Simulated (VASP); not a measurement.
# CaB6 (P-1) in VASP: single point with PBE

Aim: the single point of CaB6 with PBE.

Everything below comes from runs of VASP 6.6.1. Logs are shortened: lines on timing, memory, paths and dates and some standing lists are left out, and cuts for length are marked.

## 1. The cell of the first run

The typed cell holds 7 atoms: a = 4.388 Å, b = 4.365 Å, c = 4.831 Å, α = 82.19°, β = 83.62°, γ = 78.71°.

The cell was generated, and may not be a known phase.

## 2. Single point, PBE

INCAR

```
PREC = Accurate ; ENCUT = 520
EDIFF = 1E-6 ; ISMEAR = 0
SIGMA = 0.1 ; LREAL = F
LASPH = T ; NELM = 60
ALGO = Normal ; ISIF = 2
LWAVE = F ; LCHARG = F
GGA = PE ; NBANDS = 23
```

KPOINTS

```
Automatic mesh
0
Gamma
  10 8 8
```

POSCAR

```
CaB6
1.0
    4.3880194123      0.0044032218      0.0635616286
    0.8527616523      4.2770411902     -0.1844805642
    0.4676877944      0.7814061049      4.7446124017
Ca B
1 6
Direct
    0.0000000000      0.0000000000      0.5000000000
    0.6114536580      0.6099308944      0.7253164788
    0.6148421452      0.6162271951      0.3905000894
    0.3885463420      0.3900691056      0.2746835212
    0.6161655134      0.6159509708      0.0573715233
    0.3838344866      0.3840490292      0.9426284767
    0.3851578548      0.3837728049      0.6094999106
```

Potentials or basis: VASP PAW PBE potentials, release 64 (Ca_sv, B).

Run with:

```
$ cat potpaw_PBE.64/Ca_sv/POTCAR potpaw_PBE.64/B/POTCAR > POTCAR
$ mpirun -np 1 vasp_std > vasp.out
```

OUTCAR:

```text
PREC = Accurate
   ENCUT = 520
   EDIFF = 1E-6
   ISMEAR = 0
   LREAL = F
   LASPH = T
   NELM = 60
   ISIF = 2
   GGA = PE

 ion  position               nearest neighbor table
   1  0.000  0.000  0.500-
   2  0.611  0.610  0.725-   5 1.61   3 1.61   7 1.71   6 1.72
   3  0.615  0.616  0.391-   5 1.61   2 1.61   4 1.71   7 1.74
   4  0.389  0.390  0.275-   6 1.61   7 1.61   3 1.71   5 1.72
   5  0.616  0.616  0.057-   3 1.61   2 1.61   4 1.72   6 1.75
   6  0.384  0.384  0.943-   7 1.61   4 1.61   2 1.72   5 1.75
   7  0.385  0.384  0.609-   6 1.61   4 1.61   2 1.71   3 1.74

  LATTYP: Found a triclinic cell.
 ALAT       =     4.3884819507
 B/A-ratio  =     1.2649309615
 C/A-ratio  =     1.7459316367
 COS(alpha) =     0.0167603239
 COS(beta)  =     0.6141526188
 COS(gamma) =     0.6366618769

  Lattice vectors:

 A1 = (   4.3880194123,   0.0044032218,   0.0635616286)
 A2 = (   3.5352577600,  -4.2726379684,   0.2480421928)
 A3 = (   4.7730932702,   3.5000383071,  -4.8655313373)

Analysis of symmetry for initial positions (statically):
=====================================================================
 Subroutine PRICEL returns:
 Original cell was already a primitive cell.

 Routine SETGRP: Setting up the symmetry group for a
 triclinic supercell.

 Subroutine GETGRP returns: Found  2 space group operations
 (whereof  2 operations were pure point group operations)
 out of a pool of  2 trial point group operations.

The static configuration has the point symmetry S_2 .

Analysis of symmetry for dynamics (positions and initial velocities):
=====================================================================
 Subroutine PRICEL returns:
 Original cell was already a primitive cell.

 Routine SETGRP: Setting up the symmetry group for a
 triclinic supercell.

 Subroutine GETGRP returns: Found  2 space group operations
 (whereof  2 operations were pure point group operations)
 out of a pool of  2 trial point group operations.

The dynamic configuration has the point symmetry S_2 .

 Subroutine INISYM returns: Found  2 space group operations
 (whereof  2 operations are pure point group operations),
 and found     1 'primitive' translations

----------------------------------------------------------------------------------------

                                     Primitive cell

  volume of cell :      89.5752

  direct lattice vectors                    reciprocal lattice vectors
     4.388019412  0.004403222  0.063561629     0.228155258 -0.046132211 -0.014892141
     0.852761652  4.277041190 -0.184480564     0.000321248  0.232092367 -0.038255735
     0.467687794  0.781406105  4.744612402    -0.003044012  0.009642256  0.209477412

  length of vectors
     4.388481951  4.365125068  4.831218709     0.233248319  0.235224300  0.209721304

  position of ions in fractional coordinates (direct lattice)
     1.000000000  1.000000000  0.500000000
     0.611453658  0.609930894  0.725316479
     0.614842145  0.616227195  0.390500089
     0.388546342  0.390069106  0.274683521
     0.616165513  0.615950971  0.057371523
     0.383834487  0.384049029  0.942628477
     0.385157855  0.383772805  0.609499911

  ion indices of the primitive-cell ions
   primitive index   ion index
                 1           1
                 2           2
                 3           3
                 4           4
                 5           5
                 6           6
                 7           7

----------------------------------------------------------------------------------------

 KPOINTS: Automatic mesh

Automatic generation of k-mesh.
 Grid dimensions read from file:
 generate k-points for:   10    8    8

 Generating k-lattice:

  Cartesian coordinates                     Fractional coordinates (reciprocal lattice)
     0.022815526 -0.004613221 -0.001489214     0.100000000 -0.000000000 -0.000000000
     0.000040156  0.029011546 -0.004781967     0.000000000  0.125000000 -0.000000000
    -0.000380501  0.001205282  0.026184677    -0.000000000  0.000000000  0.125000000

  Length of vectors
     0.023324832  0.029403037  0.026215163

  Shift w.r.t. Gamma in fractional coordinates (k-lattice)
     0.000000000  0.000000000  0.000000000

 Subroutine IBZKPT returns following result:
 ===========================================

 Found    324 irreducible k-points:

 Following reciprocal coordinates:
            Coordinates               Weight
  0.000000  0.000000  0.000000      1.000000
  0.100000 -0.000000 -0.000000      2.000000
  0.200000 -0.000000 -0.000000      2.000000
  0.300000 -0.000000 -0.000000      2.000000
  0.400000  0.000000 -0.000000      2.000000
  0.500000  0.000000 -0.000000      1.000000
[... 16 lines left out ...]
 -0.400000  0.250000 -0.000000      2.000000
 -0.300000  0.250000 -0.000000      2.000000
 [... further k-points ...]
   k-points           NKPTS =    324   k-points in BZ     NKDIM =    324   number of bands    NBANDS=     23
   number of dos      NEDOS =    301   number of ions     NIONS =      7
   total plane-waves  NPLWV =  41472
   dimension x,y,z NGX =    36 NGY =   32 NGZ =   36
   dimension x,y,z NGXF=    72 NGYF=   64 NGZF=   72
   ions per type =               1   6
   NGX,Y,Z   is equivalent  to a cutoff of  13.64, 12.19, 12.39 a.u.
   NGXF,Y,Z  is equivalent  to a cutoff of  27.28, 24.37, 24.78 a.u.
 SYSTEM =  unknown system
   PREC   = accura    normal or accurate (medium, high low for compatibility)
   ISTART =      0    job   : 0-new  1-cont  2-samecut
   ICHARG =      2    charge: 1-file 2-atom 10-const
   ISPIN  =      1    spin polarized calculation?
   LNONCOLLINEAR =      F non collinear calculations
   LSORBIT =      F    spin-orbit coupling
   LASPH  =      T    aspherical Exc in radial PAW
   ENCUT  =  520.0 eV  38.22 Ry    6.18 a.u.   8.16  8.12  8.98*2*pi/ulx,y,z
   NELM   =     60;   NELMIN=  2; NELMDL= -5     # of ELM steps
   EDIFF  = 0.1E-05   stopping-criterion for ELM
   LREAL  =      F    real-space projection
   EDIFFG = 0.1E-04   stopping-criterion for IOM
   NSW    =      0    number of steps for IOM
   IBRION =     -1    ionic relax: 0-MD 1-quasi-New 2-CG
   NFREE  =      0    steps in history (QN), initial steepest desc. (CG)
   ISIF   =      2    stress and relaxation
   ISYM   =      2    0-nonsym 1-usesym 2-fastsym
   POTIM  = 0.5000    time-step for ionic-motion
   TEBEG  =    0.0;   TEEND  =   0.0 temperature during run
   PSTRESS=    0.0 pullay stress
   NELECT =      28.0000    total number of electrons
   NUPDOWN=      -1.0000    fix difference up-down
   EMIN   =  10.00;   EMAX   =-10.00  energy-range for DOS
   EFERMI =   0.00;   METHOD = LEGACY
   ISMEAR =     0;   SIGMA  =   0.10  broadening in eV -4-tet -1-fermi 0-gaus
   EFERMI_NEDOS =   21; number of points for ismear=-14 and -15
   IALGO  =     38    algorithm
   IMIX   =      4    mixing-type and parameters
     AMIX     =   0.40;   BMIX     =  1.00
     AMIX_MAG =   1.60;   BMIX_MAG =  1.00
  volume/ion in A,a.u.               =      12.80        86.35
  Fermi-wavevector in a.u.,A,eV,Ry     =   1.111045  2.099570 16.795310  1.234420
  Thomas-Fermi vector in A             =   2.247603
   LORBIT       =      0    0 simple, 1 ext, 2 COOP (PROOUT), +10 PAW based schemes
   GGA     = PE    functional components
   LHFCALC =     F    Hartree Fock is set to
   AEXX    =    0.0000 exact exchange contribution
   IVDW    =     0    specifies the selected vdW correction
   LEPSILON=     F    determine dielectric tensor
   LRPA    =     F    only Hartree local field effects (RPA)
 non-spin polarized calculation
 Gauss-broadening in eV      SIGMA  =   0.10
  energy-cutoff  :      520.00
  volume of cell :       89.58
 maximum number of plane-waves:      2434
 NGX is ok and might be reduce to    36
   NGX = 17   NGY = 17   NGZ = 17

 number of electron      27.9999997 magnetization

 Free energy of the ion-electron system (eV)
  ---------------------------------------------------
  ext. energy  EPLUGINS =         0.00000000
  ---------------------------------------------------
  free energy    TOTEN  =       -41.34803666 eV

  energy without entropy =      -41.34218690  energy(sigma->0) =      -41.34511178

 E-fermi :   3.5919     XC(G=0):  -9.4659

 val. band max:        3.5899219247   @ k =  -0.2000   0.1250   0.5000
 cond. band min:       3.5933118208   @ k =  -0.4000   0.3750  -0.0000
 fundamental gap:      0.0033898962
 Fermi energy:         3.5918773283

 k-point     1 :       0.0000    0.0000    0.0000
  band No.  band energies     occupation
      1     -37.6682      2.00000
      2     -18.7720      2.00000
      3     -18.6995      2.00000
      4     -18.6237      2.00000
      5     -10.6918      2.00000
      6      -6.4492      2.00000
[... 15 lines left out ...]
     22       8.4283      0.00000
     23       8.7223      0.00000

 k-point     2 :       0.1000   -0.0000   -0.0000
  band No.  band energies     occupation
      1     -37.6680      2.00000
      2     -18.7717      2.00000
      3     -18.7017      2.00000
      4     -18.6256      2.00000
      5     -10.6687      2.00000
      6      -6.4401      2.00000
[... 15 lines left out ...]
     22       8.5069      0.00000
     23       8.6598      0.00000

 k-point     3 :       0.2000   -0.0000   -0.0000
  band No.  band energies     occupation
      1     -37.6677      2.00000
      2     -18.7709      2.00000
      3     -18.7080      2.00000
      4     -18.6301      2.00000
      5     -10.6070      2.00000
      6      -6.4139      2.00000
[... 15 lines left out ...]
     22       8.1720      0.00000
     23       8.9513      0.00000

 k-point     4 :       0.3000   -0.0000   -0.0000
  band No.  band energies     occupation
      1     -37.6673      2.00000
      2     -18.7699      2.00000
      3     -18.7170      2.00000
      4     -18.6344      2.00000
      5     -10.5276      2.00000
      6      -6.3755      2.00000
[... 15 lines left out ...]
     22       8.4254      0.00000
     23       8.9803      0.00000

 k-point     5 :       0.4000    0.0000   -0.0000
  band No.  band energies     occupation
      1     -37.6670      2.00000
      2     -18.7691      2.00000
      3     -18.7250      2.00000
      4     -18.6371      2.00000
      5     -10.4608      2.00000
      6      -6.3357      2.00000
[... 15 lines left out ...]
     22       8.7659      0.00000
     23       9.3508      0.00000

 k-point     6 :       0.5000    0.0000   -0.0000
  band No.  band energies     occupation
      1     -37.6669      2.00000
      2     -18.7688      2.00000
      3     -18.7282      2.00000
      4     -18.6379      2.00000
      5     -10.4346      2.00000
      6      -6.3133      2.00000
[... 15 lines left out ...]
     22       8.9968      0.00000
     23       9.1613      0.00000

 k-point     7 :       0.0000    0.1250   -0.0000
  band No.  band energies     occupation
      1     -37.6680      2.00000
      2     -18.7715      2.00000
      3     -18.7029      2.00000
      4     -18.6268      2.00000
      5     -10.6551      2.00000
      6      -6.4401      2.00000
[... 353 lines left out ...]
     22       8.7916      0.00000
     23       9.0610      0.00000

 k-point    21 :       0.4000    0.2500   -0.0000
  band No.  band energies     occupation
      1     -37.6664      2.00000
      2     -18.7681      2.00000
      3     -18.7195      2.00000
      4     -18.6525      2.00000
      5     -10.4380      2.00000
      6      -6.3434      2.00000
[... 15 lines left out ...]
     22       8.4158      0.00000
     23       8.7865      0.00000

 k-point    22 :       0.5000    0.2500   -0.0000
  band No.  band energies     occupation
      1     -37.6663      2.00000
      2     -18.7677      2.00000
      3     -18.7243      2.00000
      4     -18.6535      2.00000
      5     -10.4030      2.00000
      6      -6.3093      2.00000
[... 15 lines left out ...]
     22       8.3575      0.00000
     23       8.7017      0.00000

 k-point    23 :      -0.4000    0.2500   -0.0000
  band No.  band energies     occupation
      1     -37.6664      2.00000
      2     -18.7678      2.00000
      3     -18.7254      2.00000
      4     -18.6520      2.00000
      5     -10.4001      2.00000
      6      -6.2939      2.00000
[... 15 lines left out ...]
     22       8.7797      0.00000
     23       8.9512      0.00000

 k-point    24 :      -0.3000    0.2500   -0.0000
  band No.  band energies     occupation
      1     -37.6667      2.00000
      2     -18.7684      2.00000
      3     -18.7232      2.00000
      4     -18.6478      2.00000
      5     -10.4300      2.00000
      6      -6.3036      2.00000
[... 15 lines left out ...]
     22       9.0413      0.00000
     23       9.2222      0.00000

 [... further k-points ...]
[... 5 lines left out ...]
  --------------------------------------------------------------------------------------
  -------------------------------------------------------------------------------------
  Total        0.0714592      0.0662818      0.0111126      0.0428167     -0.0242712     -0.0146272
  in kB        1.2781476      1.1855418      0.1987645      0.7658354     -0.4341243     -0.2616274
  external PRESSURE =       0.8874846 kB  Pullay stress =       0.0000000 kB

 VOLUME and BASIS-vectors are now :
 -----------------------------------------------------------------------------
  energy-cutoff  :      520.00
  volume of cell :       89.58
      direct lattice vectors                 reciprocal lattice vectors
     4.388019412  0.004403222  0.063561629     0.228155258 -0.046132211 -0.014892141
     0.852761652  4.277041190 -0.184480564     0.000321248  0.232092367 -0.038255735
     0.467687794  0.781406105  4.744612402    -0.003044012  0.009642256  0.209477412

 POSITION                                       TOTAL-FORCE (eV/Angst)
 -----------------------------------------------------------------------------------
      0.23384      0.39070      2.37231        -0.000000     -0.000000      0.000000
      3.54242      3.17816      3.36769         0.006246      0.006921      0.002200
      3.40607      2.94348      1.77817         0.007255      0.007474     -0.005700
      2.16605      1.88469      1.25600        -0.006246     -0.006921     -0.002200
      3.25584      2.68199      0.19774         0.014217      0.009736     -0.004418
      2.45263      2.38086      4.42595        -0.014217     -0.009736      0.004418
      2.30240      2.11937      2.84552        -0.007255     -0.007474      0.005700
 -----------------------------------------------------------------------------------
    total drift:                                0.000000     -0.000000      0.000000

  FREE ENERGIE OF THE ION-ELECTRON SYSTEM (eV)
  ---------------------------------------------------
  free  energy   TOTEN  =       -41.3480366626 eV

  energy  without entropy=      -41.3421868999  energy(sigma->0) =      -41.34511178
```

Wall time 4.3 min (1 thread of AMD EPYC 9R45 (Zen 5), shared host); peak memory 0.6 GiB.

Results:

```
Free energy            : -41.3480 eV
Pressure               : 0.1 GPa
Largest force          : 0.018 eV/Å
Band gap on the k mesh : zero (bands 14 and 15 overlap by 2.22 eV)
```

Forces in eV/Å, atoms in the order of the input:
```
Ca   0.000  0.000  0.000
B    0.006  0.007  0.002
B    0.007  0.007 -0.006
B   -0.006 -0.007 -0.002
B    0.014  0.010 -0.004
B   -0.014 -0.010  0.004
B   -0.007 -0.007  0.006
```

Stress tensor (GPa, compression positive):
```
 0.13  0.08 -0.03
 0.08  0.12 -0.04
-0.03 -0.04  0.02
```
